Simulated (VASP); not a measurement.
# Al6GaAs8 (a cell with a defect) in VASP: a series of runs

Al6GaAs8 (a cell with a defect) is run at these levels: PBEsol; tasks: single point.

Everything below comes from runs of VASP 6.6.1. Logs are shortened: lines on timing, memory, paths and dates and some standing lists are left out, and cuts for length are marked.

## (1) The cell of the first run

The cell holds a defect, 15 atoms: a = 8.027 Å, b = 8.027 Å, c = 8.027 Å, α = 60.00°, β = 60.00°, γ = 60.00°.

## (2) Single point, PBEsol

Input file INCAR:

```
PREC = Accurate
ENCUT = 520
EDIFF = 1E-7
ISMEAR = 0
SIGMA = 0.02
LREAL = Auto
LASPH = True
NELM = 80
ALGO = Normal
ISIF = 2
LWAVE = False
LCHARG = False
GGA = PS
NBANDS = 48
```

Input file KPOINTS:

```
Automatic mesh
0
Gamma
  2 2 2
```

Input file POSCAR:

```
Al6GaAs8
1.0
    0.0000000000      5.6758016010     -5.6758016010
    5.6758016010      5.6758016010      0.0000000000
    5.6758016010      0.0000000000     -5.6758016010
Ga Al As
1 6 8
Direct
    0.4487619862     -0.1070689292      0.4487619862
   -0.0266536801     -0.0136505829      0.5005520277
    0.0369709893      0.4987431202      0.5030700861
    0.5005520277     -0.0136505829     -0.0266536801
    0.5030700861      0.4987431202      0.0369709893
   -0.0049018627      0.0027888572     -0.0049018627
    0.0083289557      0.4996077558      0.0083289557
    0.1213054205      0.1250182001      0.1213054205
    0.1313195126      0.6288612166      0.1313195126
    0.6172216272      0.1249327496      0.0958512186
    0.6220866669      0.6191262040      0.1744765884
    0.0958512186      0.1249327496      0.6172216272
    0.1744765884      0.6191262040      0.6220866669
    0.6076368137      0.0396407443      0.6076368137
    0.6639737019      0.6861827234      0.6639737019
```

Potentials or basis: VASP PAW PBE potentials, release 64 (Ga_d, Al, As).

The run is started by

```sh
$ cat potpaw_PBE.64/Ga_d/POTCAR potpaw_PBE.64/Al/POTCAR potpaw_PBE.64/As/POTCAR > POTCAR
$ mpirun -np 1 vasp_std > vasp.out
```

OUTCAR:

```text
PREC = Accurate
   ENCUT = 520
   EDIFF = 1E-7
   ISMEAR = 0
   LREAL = Auto
   LASPH = True
   NELM = 80
   ISIF = 2
   GGA = PS

 ion  position               nearest neighbor table
   1  0.449  0.893  0.449-  15 2.44  12 2.59  10 2.59
   2  0.973  0.986  0.501-  14 2.48  12 2.48  13 2.49   8 2.50
   3  0.037  0.499  0.503-   9 2.45  13 2.47  12 2.52  15 2.54
   4  0.501  0.986  0.973-  14 2.48  10 2.48  11 2.49   8 2.50
   5  0.503  0.499  0.037-   9 2.45  11 2.47  10 2.52  15 2.54
   6  0.995  0.003  0.995-   8 2.46   9 2.46  10 2.49  12 2.49
   7  0.008  0.500  0.008-   9 2.46   8 2.46  11 2.55  13 2.55
   8  0.121  0.125  0.121-   6 2.46   7 2.46   2 2.50   4 2.50
   9  0.131  0.629  0.131-   3 2.45   5 2.45   6 2.46   7 2.46
  10  0.617  0.125  0.096-   4 2.48   6 2.49   5 2.52   1 2.59
  11  0.622  0.619  0.174-   5 2.47   4 2.49   7 2.55
  12  0.096  0.125  0.617-   2 2.48   6 2.49   3 2.52   1 2.59
  13  0.174  0.619  0.622-   3 2.47   2 2.49   7 2.55
  14  0.608  0.040  0.608-  15 2.47   4 2.48   2 2.48
  15  0.664  0.686  0.664-   1 2.44  14 2.47   5 2.54   3 2.54

  LATTYP: Found a face centered cubic cell.
 ALAT       =    11.3516032020

  Lattice vectors:

 A1 = (   0.0000000000,   5.6758016010,  -5.6758016010)
 A2 = (   5.6758016010,   5.6758016010,   0.0000000000)
 A3 = (   5.6758016010,   0.0000000000,  -5.6758016010)

Analysis of symmetry for initial positions (statically):
=====================================================================
 Subroutine PRICEL returns:
 Original cell was already a primitive cell.

 Routine SETGRP: Setting up the symmetry group for a
 face centered cubic supercell.

 Subroutine GETGRP returns: Found  2 space group operations
 (whereof  2 operations were pure point group operations)
 out of a pool of 48 trial point group operations.

The static configuration has the point symmetry C_1h.

Analysis of symmetry for dynamics (positions and initial velocities):
=====================================================================
 Subroutine PRICEL returns:
 Original cell was already a primitive cell.

 Routine SETGRP: Setting up the symmetry group for a
 face centered cubic supercell.

 Subroutine GETGRP returns: Found  2 space group operations
 (whereof  2 operations were pure point group operations)
 out of a pool of 48 trial point group operations.

The dynamic configuration has the point symmetry C_1h.

 Subroutine INISYM returns: Found  2 space group operations
 (whereof  2 operations are pure point group operations),
 and found     1 'primitive' translations

----------------------------------------------------------------------------------------

                                     Primitive cell

  volume of cell :     365.6888

  direct lattice vectors                    reciprocal lattice vectors
     0.000000000  5.675801601 -5.675801601    -0.088093284  0.088093284 -0.088093284
     5.675801601  5.675801601  0.000000000     0.088093284  0.088093284  0.088093284
     5.675801601  0.000000000 -5.675801601     0.088093284 -0.088093284 -0.088093284

  length of vectors
     8.026795601  8.026795601  8.026795601     0.152582043  0.152582043  0.152582043

  position of ions in fractional coordinates (direct lattice)
     0.448761986  0.892931071  0.448761986
     0.973346320  0.986349417  0.500552028
     0.036970989  0.498743120  0.503070086
     0.500552028  0.986349417  0.973346320
     0.503070086  0.498743120  0.036970989
     0.995098137  0.002788857  0.995098137
     0.008328956  0.499607756  0.008328956
     0.121305421  0.125018200  0.121305421
     0.131319513  0.628861217  0.131319513
     0.617221627  0.124932750  0.095851219
     0.622086667  0.619126204  0.174476588
     0.095851219  0.124932750  0.617221627
     0.174476588  0.619126204  0.622086667
     0.607636814  0.039640744  0.607636814
     0.663973702  0.686182723  0.663973702

  ion indices of the primitive-cell ions
   primitive index   ion index
                 1           1
                 2           2
                 3           3
                 4           4
                 5           5
                 6           6
                 7           7
                 8           8
                 9           9
                10          10
                11          11
                12          12
                13          13
                14          14
                15          15

----------------------------------------------------------------------------------------

 KPOINTS: Automatic mesh

Automatic generation of k-mesh.
 Grid dimensions read from file:
 generate k-points for:    2    2    2

 Generating k-lattice:

  Cartesian coordinates                     Fractional coordinates (reciprocal lattice)
    -0.044046642  0.044046642 -0.044046642     0.500000000  0.000000000  0.000000000
     0.044046642  0.044046642  0.044046642     0.000000000  0.500000000  0.000000000
     0.044046642 -0.044046642 -0.044046642     0.000000000  0.000000000  0.500000000

  Length of vectors
     0.076291021  0.076291021  0.076291021

  Shift w.r.t. Gamma in fractional coordinates (k-lattice)
     0.000000000  0.000000000  0.000000000

 Subroutine IBZKPT returns following result:
 ===========================================

 Found      6 irreducible k-points:

 Following reciprocal coordinates:
            Coordinates               Weight
  0.000000  0.000000  0.000000      1.000000
  0.500000  0.000000  0.000000      2.000000
  0.000000  0.500000  0.000000      1.000000
  0.500000  0.500000  0.500000      1.000000
  0.500000  0.500000  0.000000      2.000000
  0.500000  0.000000  0.500000      1.000000
   k-points           NKPTS =      6   k-points in BZ     NKDIM =      6   number of bands    NBANDS=     48
   number of dos      NEDOS =    301   number of ions     NIONS =     15
   total plane-waves  NPLWV = 216000
   dimension x,y,z NGX =    60 NGY =   60 NGZ =   60
   dimension x,y,z NGXF=   120 NGYF=  120 NGZF=  120
   ions per type =               1   6   8
   NGX,Y,Z   is equivalent  to a cutoff of  12.43, 12.43, 12.43 a.u.
   NGXF,Y,Z  is equivalent  to a cutoff of  24.85, 24.85, 24.85 a.u.
 SYSTEM =  unknown system
   PREC   = accura    normal or accurate (medium, high low for compatibility)
   ISTART =      0    job   : 0-new  1-cont  2-samecut
   ICHARG =      2    charge: 1-file 2-atom 10-const
   ISPIN  =      1    spin polarized calculation?
   LNONCOLLINEAR =      F non collinear calculations
   LSORBIT =      F    spin-orbit coupling
   LASPH  =      T    aspherical Exc in radial PAW
   ENCUT  =  520.0 eV  38.22 Ry    6.18 a.u.  14.92 14.92 14.92*2*pi/ulx,y,z
   NELM   =     80;   NELMIN=  2; NELMDL= -5     # of ELM steps
   EDIFF  = 0.1E-06   stopping-criterion for ELM
   LREAL  =      T    real-space projection
   EDIFFG = 0.1E-05   stopping-criterion for IOM
   NSW    =      0    number of steps for IOM
   IBRION =     -1    ionic relax: 0-MD 1-quasi-New 2-CG
   NFREE  =      0    steps in history (QN), initial steepest desc. (CG)
   ISIF   =      2    stress and relaxation
   ISYM   =      2    0-nonsym 1-usesym 2-fastsym
   POTIM  = 0.5000    time-step for ionic-motion
   TEBEG  =    0.0;   TEEND  =   0.0 temperature during run
   PSTRESS=    0.0 pullay stress
   NELECT =      71.0000    total number of electrons
   NUPDOWN=      -1.0000    fix difference up-down
   EMIN   =  10.00;   EMAX   =-10.00  energy-range for DOS
   EFERMI =   0.00;   METHOD = LEGACY
   ISMEAR =     0;   SIGMA  =   0.02  broadening in eV -4-tet -1-fermi 0-gaus
   EFERMI_NEDOS =   21; number of points for ismear=-14 and -15
   IALGO  =     38    algorithm
   IMIX   =      4    mixing-type and parameters
     AMIX     =   0.40;   BMIX     =  1.00
     AMIX_MAG =   1.60;   BMIX_MAG =  1.00
  volume/ion in A,a.u.               =      24.38       164.52
  Fermi-wavevector in a.u.,A,eV,Ry     =   0.947961  1.791386 12.226601  0.898630
  Thomas-Fermi vector in A             =   2.076104
   LORBIT       =      0    0 simple, 1 ext, 2 COOP (PROOUT), +10 PAW based schemes
   GGA     = PS    functional components
   LHFCALC =     F    Hartree Fock is set to
   AEXX    =    0.0000 exact exchange contribution
   IVDW    =     0    specifies the selected vdW correction
   LEPSILON=     F    determine dielectric tensor
   LRPA    =     F    only Hartree local field effects (RPA)
 non-spin polarized calculation
 Gauss-broadening in eV      SIGMA  =   0.02
  energy-cutoff  :      520.00
  volume of cell :      365.69
 maximum number of plane-waves:      9864
 NGX is ok and might be reduce to    60
   NGX = 29   NGY = 29   NGZ = 29

 number of electron      70.9999993 magnetization

 Free energy of the ion-electron system (eV)
  ---------------------------------------------------
  ext. energy  EPLUGINS =         0.00000000
  ---------------------------------------------------
  free energy    TOTEN  =       -71.22056912 eV

  energy without entropy =      -71.22056912  energy(sigma->0) =      -71.22056912

 E-fermi :   3.2923     XC(G=0):  -9.0032

 val. band max:        3.1809896713   @ k =   0.0000   0.0000   0.0000
 cond. band min:       3.3827447905   @ k =   0.5000   0.0000   0.5000
 fundamental gap:      0.2017551192
 Fermi energy:         3.2922616344

 k-point     1 :       0.0000    0.0000    0.0000
  band No.  band energies     occupation
      1     -11.4351      2.00000
      2     -11.4001      2.00000
      3     -11.3780      2.00000
      4     -11.3447      2.00000
      5     -11.3107      2.00000
      6      -8.8680      2.00000
[... 39 lines left out ...]
     46       6.0215      0.00000
     47       6.2653      0.00000
[... 208 lines left out ...]
      6      -8.5446      2.00000
[... 39 lines left out ...]
     46       7.4527      0.00000
     47       8.0261      0.00000
 [bands above 47 left out]

------------------------ aborting loop because EDIFF is reached ----------------------------------------

  FORCE on cell =-STRESS in cart. coord.  units (eV):
  Direction    XX          YY          ZZ          XY          YZ          ZX
  --------------------------------------------------------------------------------------
  -------------------------------------------------------------------------------------
  Total       -6.7266593     -6.7266593     -0.2077876      0.3510198     -1.5317031     -1.5317030
  in kB      -29.4712395    -29.4712395     -0.9103712      1.5379090     -6.7107884     -6.7107883
  external PRESSURE =     -19.9509501 kB  Pullay stress =       0.0000000 kB

 VOLUME and BASIS-vectors are now :
 -----------------------------------------------------------------------------
  energy-cutoff  :      520.00
  volume of cell :      365.69
      direct lattice vectors                 reciprocal lattice vectors
     0.000000000  5.675801601 -5.675801601    -0.088093284  0.088093284 -0.088093284
     5.675801601  5.675801601  0.000000000     0.088093284  0.088093284  0.088093284
     5.675801601  0.000000000 -5.675801601     0.088093284 -0.088093284 -0.088093284

 POSITION                                       TOTAL-FORCE (eV/Angst)
 -----------------------------------------------------------------------------------
      7.61518      7.61518     -5.09417         0.298270      0.298270      0.115894
      8.43936     11.12284     -8.36555        -0.045236     -0.008634     -0.011949
      5.68609      3.04061     -3.06517        -0.027500     -0.012031     -0.008779
     11.12284      8.43936     -8.36555        -0.008634     -0.045236     -0.011949
      3.04061      5.68609     -3.06517        -0.012031     -0.027500     -0.008779
      5.66381      5.66381    -11.29596        -0.036564     -0.036564      0.012319
      2.88295      2.88295     -0.09455        -0.024382     -0.024382      0.031358
      1.39808      1.39808     -1.37701        -0.019369     -0.019369     -0.000241
      4.31463      4.31463     -1.49069        -0.033072     -0.033072      0.019588
      1.25313      4.21232     -4.04726        -0.005598     -0.041942     -0.017321
      4.50433      7.04488     -4.52113         0.030750     -0.059896     -0.031806
      4.21232      1.25313     -4.04726        -0.041942     -0.005598     -0.017321
      7.04488      4.50433     -4.52113        -0.059896      0.030750     -0.031806
      3.67382      3.67382     -6.89765         0.018544      0.018544     -0.002487
      7.66322      7.66322     -7.53717        -0.033342     -0.033342     -0.036721
 -----------------------------------------------------------------------------------
    total drift:                                0.008855      0.008855     -0.012241

  FREE ENERGIE OF THE ION-ELECTRON SYSTEM (eV)
  ---------------------------------------------------
  free  energy   TOTEN  =       -71.2205691167 eV

  energy  without entropy=      -71.2205691167  energy(sigma->0) =      -71.22056912
```

It took 92 s on 1 thread of Intel Xeon 6975P-C (Granite Rapids), shared host; peak memory 0.5 GiB.

Results:

```yaml
Free_energy: -71.2206 eV
Pressure: -2.0 GPa
Largest_force: 0.437 eV/Å
Band_gap_on_the_k_mesh: zero (an odd number of electrons rules out a gap without spin polarisation)
```

Forces on the atoms (eV/Å):
```
Ga   0.298  0.298  0.116
Al  -0.045 -0.009 -0.012
Al  -0.028 -0.012 -0.009
Al  -0.009 -0.045 -0.012
Al  -0.012 -0.028 -0.009
Al  -0.037 -0.037  0.012
Al  -0.024 -0.024  0.031
As  -0.019 -0.019  0.000
As  -0.033 -0.033  0.020
As  -0.006 -0.042 -0.017
As   0.031 -0.060 -0.032
As  -0.042 -0.006 -0.017
As  -0.060  0.031 -0.032
As   0.019  0.019 -0.002
As  -0.033 -0.033 -0.037
```

Levels at points of the mesh, in eV from the Fermi level:
```tsv
k point	band 33	band 34	band 35	band 36	band 37	band 38
(0.00, 0.00, 0.00)	-0.47	-0.37	-0.11	0.20	0.22	1.47
(0.50, 0.00, 0.00)	-0.86	-0.53	-0.47	-0.40	1.20	1.75
(0.00, 0.50, 0.00)	-0.76	-0.46	-0.35	0.23	0.44	2.16
(0.50, 0.50, 0.50)	-0.94	-0.47	-0.25	0.26	0.93	2.17
(0.50, 0.50, 0.00)	-1.02	-0.88	-0.57	-0.31	1.70	2.07
(0.50, 0.00, 0.50)	-1.13	-0.94	-0.56	0.09	1.30	2.04
```

Caveat: the k points lie up to 0.48 Å⁻¹ apart, too coarse for converged energies and pressures of a metal; the PAW data sets were made with another functional, which shifts forces and pressure a little.

## (3) Single point, PBEsol

Input file INCAR:

```
SYSTEM = Al6GaAs8
ALGO = Normal ; EDIFF = 1E-7
ENCUT = 520 ; GGA = PS
ISIF = 2 ; ISMEAR = 0
LASPH = .True. ; LCHARG = .False.
LREAL = Auto ; LWAVE = .False.
NBANDS = 48 ; NELM = 80
PREC = Accurate ; SIGMA = 0.02
```

Input file KPOINTS:

```
k-points
0
Gamma
  2 2 2
  0 0 0
```

Input file POSCAR:

```
Al6GaAs8
1.0
    0.0000000000      5.6758016010     -5.6758016010
    5.6758016010      5.6758016010      0.0000000000
    5.6758016010      0.0000000000     -5.6758016010
Ga Al As
1 6 8
Direct
    0.4788547400     -0.3143160430      0.4788547400
   -0.0387664185     -0.0004782584      0.5064896031
    0.0262795479      0.5039033605      0.5076704054
    0.5064896031     -0.0004782584     -0.0387664185
    0.5076704054      0.5039033605      0.0262795479
   -0.0024724261      0.0116471654     -0.0024724261
    0.0153053271      0.5024063913      0.0153053271
    0.1262632224      0.1271203701      0.1262632224
    0.1351516586      0.6365197824      0.1351516586
    0.6255886392      0.1400055985      0.0799659734
    0.6375232530      0.6304231105      0.1506394268
    0.0799660615      0.1400056866      0.6255885511
    0.1506394268      0.6304231105      0.6375232530
    0.5958829673      0.0470001453      0.5958829673
    0.6556241323      0.6919145129      0.6556241323
```

Potentials or basis: VASP PAW PBE potentials, release 64 (Ga_d, Al, As).

The run is started by

```sh
$ cat potpaw_PBE.64/Ga_d/POTCAR potpaw_PBE.64/Al/POTCAR potpaw_PBE.64/As/POTCAR > POTCAR
$ mpirun -np 1 vasp_std > vasp.out
```

Wall time 79 s (1 thread of Intel Xeon 6975P-C (Granite Rapids), shared host); peak memory 0.49 GiB.

It converged, with:

```
Free energy            : -71.2165 eV
Pressure               : -1.6 GPa
Largest force          : 0.073 eV/Å
Band gap on the k mesh : zero (an odd number of electrons rules out a gap without spin polarisation)
```

Forces in eV/Å, atoms in the order of the input:
```
Ga  -0.051 -0.051 -0.013
Al   0.003  0.015 -0.009
Al   0.010  0.000  0.007
Al   0.015  0.003 -0.009
Al   0.000  0.010  0.007
Al   0.003  0.003  0.003
Al  -0.002 -0.002  0.003
As   0.000  0.000 -0.003
As   0.004  0.004  0.006
As   0.013 -0.004  0.002
As  -0.003 -0.004 -0.015
As  -0.004  0.013  0.002
As  -0.004 -0.003 -0.015
As   0.034  0.034  0.019
As  -0.019 -0.019  0.014
```

Stress tensor (GPa, compression positive):
```
-2.20 -0.21  0.11
-0.21 -2.20  0.11
 0.11  0.11 -0.38
```

Levels at points of the mesh, in eV from the Fermi level:
```csv
k point,band 31,band 32,band 33,band 34,band 35,band 36,band 37,band 38,band 39,band 40
"(0.00, 0.00, 0.00)",-0.88,-0.83,-0.75,-0.63,-0.37,0.21,0.27,1.27,1.38,1.53
"(0.50, 0.00, 0.00)",-1.47,-1.30,-1.20,-0.84,-0.76,-0.23,1.23,1.68,1.84,1.99
"(0.00, 0.50, 0.00)",-1.35,-1.17,-1.03,-0.91,-0.62,0.26,0.49,1.11,1.98,2.12
"(0.50, 0.50, 0.50)",-1.61,-1.37,-1.32,-0.62,-0.60,0.31,1.29,1.87,1.97,2.17
"(0.50, 0.50, 0.00)",-1.54,-1.44,-1.36,-1.08,-0.69,-0.11,1.41,1.69,2.33,2.50
"(0.50, 0.00, 0.50)",-1.66,-1.49,-1.48,-1.08,-0.75,0.10,1.49,1.80,2.10,2.35
```

Caveat: the k points lie up to 0.48 Å⁻¹ apart, too coarse for converged energies and pressures of a metal; the PAW data sets were made with another functional, which shifts forces and pressure a little.
